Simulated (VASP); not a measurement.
# WS2 (R3m) in VASP: notebook, part 2 of 2

VASP 6.6.1. The steps go on from the part before.

## 3. Single point, PBEsol (equal strain along all axes, cell held: -1.5 %, then relaxed in part)

The input, INCAR:

```
SYSTEM = WS2
PREC     = Accurate       ! precision mode
ENCUT    = 520            ! plane-wave cutoff, eV
EDIFF    = 1E-6           ! SCF threshold, eV
ISMEAR   = 0              ! smearing method
SIGMA    = 0.02           ! smearing width, eV
LREAL    = .FALSE.        ! projectors in reciprocal space
LASPH    = .TRUE.         ! aspherical terms in the spheres
NELM     = 100            ! most SCF steps
ALGO     = Normal         ! electronic algorithm
ISIF     = 2              ! what is computed and relaxed
LWAVE    = .FALSE.        ! write WAVECAR
LCHARG   = .FALSE.        ! write CHGCAR
GGA      = PS             ! functional
NBANDS   = 49             ! bands
```

The input, KPOINTS:

```
regular mesh
0
G
  12 12 2
  0 0 0
```

The input, POSCAR:

```
WS2
1.0
    3.1000694126      0.0000000000      0.0000000000
   -1.5500347063      2.6847388648      0.0000000000
    0.0000000000      0.0000000000     18.8676246101
W S
3 6
Direct
    0.6666666667      0.3333333333      0.3326658658
    0.3333333333      0.6666666667      0.6659991991
    0.0000000000      0.0000000000      0.9993325324
    0.3333333333      0.6666666667      0.2487303742
    0.6666666667      0.3333333333      0.0832370934
    0.0000000000      0.0000000000      0.5820637075
    0.3333333333      0.6666666667      0.4165704267
    0.6666666667      0.3333333333      0.9153970408
    0.0000000000      0.0000000000      0.7499037601
```

Potentials or basis: VASP PAW PBE potentials, release 64 (W_sv, S).

The run is started by

```console
> cat potpaw_PBE.64/W_sv/POTCAR potpaw_PBE.64/S/POTCAR > POTCAR
> mpirun -np 1 vasp_std > vasp.out
```

OUTCAR:

```text
SYSTEM = WS2
   PREC = Accurate
   ENCUT = 520
   EDIFF = 1E-6
   ISMEAR = 0
   LREAL = .FALSE.
   LASPH = .TRUE.
   NELM = 100
   ISIF = 2
   GGA = PS

 ion  position               nearest neighbor table
   1  0.667  0.333  0.333-   7 2.39   7 2.39   7 2.39   4 2.39   4 2.39   4 2.39
   2  0.333  0.667  0.666-   9 2.39   9 2.39   9 2.39   6 2.39   6 2.39   6 2.39
   3  0.000  0.000  0.999-   5 2.39   5 2.39   5 2.39   8 2.39   8 2.39   8 2.39
   4  0.333  0.667  0.249-   1 2.39   1 2.39   1 2.39
   5  0.667  0.333  0.083-   3 2.39   3 2.39   3 2.39
   6  0.000  0.000  0.582-   2 2.39   2 2.39   2 2.39
   7  0.333  0.667  0.417-   1 2.39   1 2.39   1 2.39
   8  0.667  0.333  0.915-   3 2.39   3 2.39   3 2.39
   9  0.000  0.000  0.750-   2 2.39   2 2.39   2 2.39

  LATTYP: Found a hexagonal cell.
 ALAT       =     3.1000694126
 C/A-ratio  =     6.0861942424

  Lattice vectors:

 A1 = (   3.1000694126,   0.0000000000,   0.0000000000)
 A2 = (  -1.5500347063,   2.6847388648,   0.0000000000)
 A3 = (   0.0000000000,   0.0000000000,  18.8676246101)

Analysis of symmetry for initial positions (statically):
=====================================================================
 Subroutine PRICEL returns following result:

  LATTYP: Found a trigonal (rhomboedric) cell.
 ALAT       =     6.5389308457
 COS(alpha) =     0.8876173286

  Lattice vectors:

 A1 = (   1.5500347061,  -0.8949129548,  -6.2892082027)
 A2 = (  -1.5500347060,  -0.8949129551,  -6.2892082046)
 A3 = (  -0.0000000002,   1.7898259100,  -6.2892082027)

   3 primitive cells build up your supercell.

 Routine SETGRP: Setting up the symmetry group for a
 hexagonal supercell.

 Subroutine GETGRP returns: Found  6 space group operations
 (whereof  6 operations were pure point group operations)
[... 152 lines left out ...]
  Thomas-Fermi vector in A             =   2.427962
   LORBIT       =      0    0 simple, 1 ext, 2 COOP (PROOUT), +10 PAW based schemes
   GGA     = PS    functional components
   LHFCALC =     F    Hartree Fock is set to
   AEXX    =    0.0000 exact exchange contribution
   IVDW    =     0    specifies the selected vdW correction
   LEPSILON=     F    determine dielectric tensor
   LRPA    =     F    only Hartree local field effects (RPA)
 non-spin polarized calculation
 Gauss-broadening in eV      SIGMA  =   0.02
  energy-cutoff  :      520.00
  volume of cell :      157.03
 maximum number of plane-waves:      4262
 NGX is ok and might be reduce to    24
   NGX = 11   NGY = 11   NGZ = 71

 number of electron      78.0000000 magnetization

 Free energy of the ion-electron system (eV)
  ---------------------------------------------------
  ext. energy  EPLUGINS =         0.00000000
  ---------------------------------------------------
  free energy    TOTEN  =       -75.74261033 eV

  energy without entropy =      -75.74261033  energy(sigma->0) =      -75.74261033

 E-fermi :   7.5361     XC(G=0): -11.1712

 val. band max:        7.3612473585   @ k =   0.0000   0.0000   0.5000
 cond. band min:       8.4824175168   @ k =   0.1667   0.1667   0.0000
 fundamental gap:      1.1211701583
 Fermi energy:         7.5360780914

 k-point     1 :       0.0000    0.0000    0.0000
  band No.  band energies     occupation
      1     -66.9196      2.00000
      2     -66.9196      2.00000
      3     -66.9196      2.00000
      4     -31.2385      2.00000
      5     -31.2385      2.00000
      6     -31.2385      2.00000
[... 1237 lines left out ...]
     48      10.9789      0.00000
     49      11.4459      0.00000

 [... further k-points ...]

------------------------ aborting loop because EDIFF is reached ----------------------------------------

  FORCE on cell =-STRESS in cart. coord.  units (eV):
  Direction    XX          YY          ZZ          XY          YZ          ZX
  --------------------------------------------------------------------------------------
  -------------------------------------------------------------------------------------
  Total        4.8911969      4.8911969      0.6595565      0.0000000      0.0000000     -0.0000000
  in kB       49.9039628     49.9039628      6.7293307      0.0000000      0.0000000     -0.0000000
  external PRESSURE =      35.5124187 kB  Pullay stress =       0.0000000 kB

 VOLUME and BASIS-vectors are now :
 -----------------------------------------------------------------------------
  energy-cutoff  :      520.00
  volume of cell :      157.03
      direct lattice vectors                 reciprocal lattice vectors
     3.100069413  0.000000000  0.000000000     0.322573422  0.186237852  0.000000000
    -1.550034706  2.684738865  0.000000000     0.000000000  0.372475704  0.000000000
     0.000000000  0.000000000 18.867624610     0.000000000  0.000000000  0.053000842

 POSITION                                       TOTAL-FORCE (eV/Angst)
 -----------------------------------------------------------------------------------
      1.55003      0.89491      6.27661        -0.000000      0.000000      0.000179
     -0.00000      1.78983     12.56582         0.000000     -0.000000      0.000179
      0.00000      0.00000     18.85503         0.000000     -0.000000      0.000179
     -0.00000      1.78983      4.69295         0.000000      0.000000     -0.025617
      1.55003      0.89491      1.57049        -0.000000      0.000000      0.025438
      0.00000      0.00000     10.98216        -0.000000     -0.000000     -0.025617
     -0.00000      1.78983      7.85969        -0.000000     -0.000000      0.025438
      1.55003      0.89491     17.27137        -0.000000     -0.000000     -0.025617
      0.00000      0.00000     14.14890        -0.000000     -0.000000      0.025438
 -----------------------------------------------------------------------------------
    total drift:                                0.000000      0.000000     -0.000164

  FREE ENERGIE OF THE ION-ELECTRON SYSTEM (eV)
  ---------------------------------------------------
  free  energy   TOTEN  =       -75.7426103272 eV

  energy  without entropy=      -75.7426103272  energy(sigma->0) =      -75.74261033
```

OSZICAR:

```text
N       E                     dE             d eps       ncg     rms          rms(c)
DAV:   1     0.803344768734E+03    0.80334E+03   -0.40720E+04  3884   0.160E+03
DAV:   2    -0.200294306919E+02   -0.82337E+03   -0.79372E+03  4316   0.447E+02
DAV:   3    -0.776813252472E+02   -0.57652E+02   -0.56388E+02  4607   0.110E+02
DAV:   4    -0.793908926519E+02   -0.17096E+01   -0.16986E+01  4556   0.190E+01
DAV:   5    -0.794379260917E+02   -0.47033E-01   -0.46988E-01  4752   0.315E+00    0.506E+01
DAV:   6    -0.762965443520E+02    0.31414E+01   -0.12672E+01  4483   0.188E+01    0.218E+01
DAV:   7    -0.759613773341E+02    0.33517E+00   -0.45267E+00  4336   0.844E+00    0.743E+00
DAV:   8    -0.757438374331E+02    0.21754E+00   -0.81073E-01  4456   0.475E+00    0.252E+00
DAV:   9    -0.757487298805E+02   -0.48924E-02   -0.11108E-01  4997   0.132E+00    0.148E+00
DAV:  10    -0.757431460189E+02    0.55839E-02   -0.49322E-02  4522   0.121E+00    0.481E-01
DAV:  11    -0.757426458771E+02    0.50014E-03   -0.50019E-03  4566   0.385E-01    0.117E-01
DAV:  12    -0.757425848492E+02    0.61028E-04   -0.30390E-04  4571   0.951E-02    0.349E-02
DAV:  13    -0.757426125912E+02   -0.27742E-04   -0.88609E-05  4941   0.420E-02    0.367E-02
DAV:  14    -0.757426106089E+02    0.19823E-05   -0.70991E-06  4283   0.145E-02    0.216E-02
DAV:  15    -0.757426103272E+02    0.28166E-06   -0.33834E-06  3606   0.954E-03
   1 F= -.75742610E+02 E0= -.75742610E+02  d E =-.255084E-37
```

stdout:

```text
POSCAR found type information on POSCAR W S
 POSCAR found :  2 types and       9 ions
 scaLAPACK will be used
 -----------------------------------------------------------------------------
|                                                                             |
|                                                                             |
|     You enforced a specific xc type in the INCAR file but a different       |
|     I HOPE YOU KNOW WHAT YOU ARE DOING!                                     |
|                                                                             |
 -----------------------------------------------------------------------------

 LDA part: xc-table for (Slater+PW92), standard interpolation
 POSCAR, INCAR and KPOINTS ok, starting setup
 FFT: planning ... GRIDC
 FFT: planning ... GRID_SOFT
 FFT: planning ... GRID
 WAVECAR not read
 entering main loop
```

Wall time 4.6 min (1 thread of Intel Xeon Platinum 8259CL at 2.50GHz (Skylake/Cascade Lake), shared host); peak memory 0.39 GiB.

Results:

```
Free energy            : -75.7426 eV
Pressure               : 3.6 GPa
Largest force          : 0.026 eV/Å
Band gap on the k mesh : 1.12 eV
```

Forces on the atoms (eV/Å):
```
W    0.000  0.000  0.000
W    0.000  0.000  0.000
W    0.000  0.000  0.000
S    0.000  0.000 -0.026
S    0.000  0.000  0.025
S    0.000  0.000 -0.026
S    0.000  0.000  0.025
S    0.000  0.000 -0.026
S    0.000  0.000  0.025
```

Stress tensor (GPa, compression positive):
```
4.99 0.00 0.00
0.00 4.99 0.00
0.00 0.00 0.67
```

Caveat: the cell differs from its parent crystal (equal strain along all axes, cell held: -1.5 %, then relaxed in part); the cell stands under pressure; the PAW data sets were made with another functional, which shifts forces and pressure a little; spin-orbit coupling is left out, which moves the levels of the heavy elements; this functional lacks dispersion, which binds the layers, so the pressure and a relaxed spacing across them are unreliable. A k mesh can miss the band edges.

## 4. Single point, PBEsol

This run uses another cell than the first one, of 17.45 Å³/atom.

The input, INCAR:

```
ALGO     = Normal         # electronic algorithm
EDIFF    = 1E-6           # SCF threshold, eV
ENCUT    = 520            # plane-wave cutoff, eV
GGA      = PS             # functional
ISIF     = 2              # what is computed and relaxed
ISMEAR   = 0              # smearing method
LASPH    = True           # aspherical terms in the spheres
LCHARG   = False          # write CHGCAR
LREAL    = False          # projectors in reciprocal space
LWAVE    = False          # write WAVECAR
NBANDS   = 49             # bands
NELM     = 60             # most SCF steps
PREC     = Accurate       # precision mode
SIGMA    = 0.02           # smearing width, eV
```

The input, KPOINTS:

```
k-points
0
Gamma
  12 12 2
```

POSCAR is that of step 3.

Potentials or basis: VASP PAW PBE potentials, release 64 (W_sv, S).

The run is started by

```console
> cat potpaw_PBE.64/W_sv/POTCAR potpaw_PBE.64/S/POTCAR > POTCAR
> mpirun -np 1 vasp_std > vasp.out
```

OUTCAR:

```text
EDIFF = 1E-6
   ENCUT = 520
   GGA = PS
   ISIF = 2
   ISMEAR = 0
   LASPH = True
   LREAL = False
   NELM = 60
   PREC = Accurate

 ion  position               nearest neighbor table
   1  0.667  0.333  0.333-   7 2.39   7 2.39   7 2.39   4 2.39   4 2.39   4 2.39
   2  0.333  0.667  0.666-   9 2.39   9 2.39   9 2.39   6 2.39   6 2.39   6 2.39
   3  0.000  0.000  0.999-   5 2.39   5 2.39   5 2.39   8 2.39   8 2.39   8 2.39
   4  0.333  0.667  0.249-   1 2.39   1 2.39   1 2.39
   5  0.667  0.333  0.083-   3 2.39   3 2.39   3 2.39
[... 1477 lines left out ...]
  Total        4.8911969      4.8911969      0.6595565      0.0000000      0.0000000     -0.0000000
  in kB       49.9039628     49.9039628      6.7293307      0.0000000      0.0000000     -0.0000000
  external PRESSURE =      35.5124187 kB  Pullay stress =       0.0000000 kB

 VOLUME and BASIS-vectors are now :
 -----------------------------------------------------------------------------
  energy-cutoff  :      520.00
  volume of cell :      157.03
      direct lattice vectors                 reciprocal lattice vectors
     3.100069413  0.000000000  0.000000000     0.322573422  0.186237852  0.000000000
    -1.550034706  2.684738865  0.000000000     0.000000000  0.372475704  0.000000000
     0.000000000  0.000000000 18.867624610     0.000000000  0.000000000  0.053000842

 POSITION                                       TOTAL-FORCE (eV/Angst)
 -----------------------------------------------------------------------------------
      1.55003      0.89491      6.27661        -0.000000      0.000000      0.000179
     -0.00000      1.78983     12.56582         0.000000     -0.000000      0.000179
      0.00000      0.00000     18.85503         0.000000     -0.000000      0.000179
     -0.00000      1.78983      4.69295         0.000000      0.000000     -0.025617
      1.55003      0.89491      1.57049        -0.000000      0.000000      0.025438
      0.00000      0.00000     10.98216        -0.000000     -0.000000     -0.025617
     -0.00000      1.78983      7.85969        -0.000000     -0.000000      0.025438
      1.55003      0.89491     17.27137        -0.000000     -0.000000     -0.025617
      0.00000      0.00000     14.14890        -0.000000     -0.000000      0.025438
 -----------------------------------------------------------------------------------
    total drift:                                0.000000      0.000000     -0.000164

  FREE ENERGIE OF THE ION-ELECTRON SYSTEM (eV)
  ---------------------------------------------------
  free  energy   TOTEN  =       -75.7426103272 eV

  energy  without entropy=      -75.7426103272  energy(sigma->0) =      -75.74261033
```

stdout:

```text
POSCAR found type information on POSCAR W S
 POSCAR found :  2 types and       9 ions
 scaLAPACK will be used
 -----------------------------------------------------------------------------
|                                                                             |
|                                                                             |
|     You enforced a specific xc type in the INCAR file but a different       |
|     I HOPE YOU KNOW WHAT YOU ARE DOING!                                     |
|                                                                             |
 -----------------------------------------------------------------------------

 LDA part: xc-table for (Slater+PW92), standard interpolation
 POSCAR, INCAR and KPOINTS ok, starting setup
 FFT: planning ... GRIDC
 FFT: planning ... GRID_SOFT
 FFT: planning ... GRID
 WAVECAR not read
 entering main loop
```

Wall time 5.1 min (1 thread of Intel Xeon Platinum 8259CL at 2.50GHz (Skylake/Cascade Lake), shared host); peak memory 0.38 GiB.

Results:

```yaml
Free_energy: -75.7426 eV
Pressure: 3.6 GPa
Largest_force: 0.026 eV/Å
Band_gap_on_the_k_mesh: 1.12 eV
```

Forces on the atoms (eV/Å):
```
W    0.000  0.000  0.000
W    0.000  0.000  0.000
W    0.000  0.000  0.000
S    0.000  0.000 -0.026
S    0.000  0.000  0.025
S    0.000  0.000 -0.026
S    0.000  0.000  0.025
S    0.000  0.000 -0.026
S    0.000  0.000  0.025
```

Stress tensor (GPa, compression positive):
```
4.99 0.00 0.00
0.00 4.99 0.00
0.00 0.00 0.67
```

Caveat: the cell stands under pressure; the PAW data sets were made with another functional, which shifts forces and pressure a little; spin-orbit coupling is left out, which moves the levels of the heavy elements; this functional lacks dispersion, which binds the layers, so the pressure and a relaxed spacing across them are unreliable. A k mesh can miss the band edges.
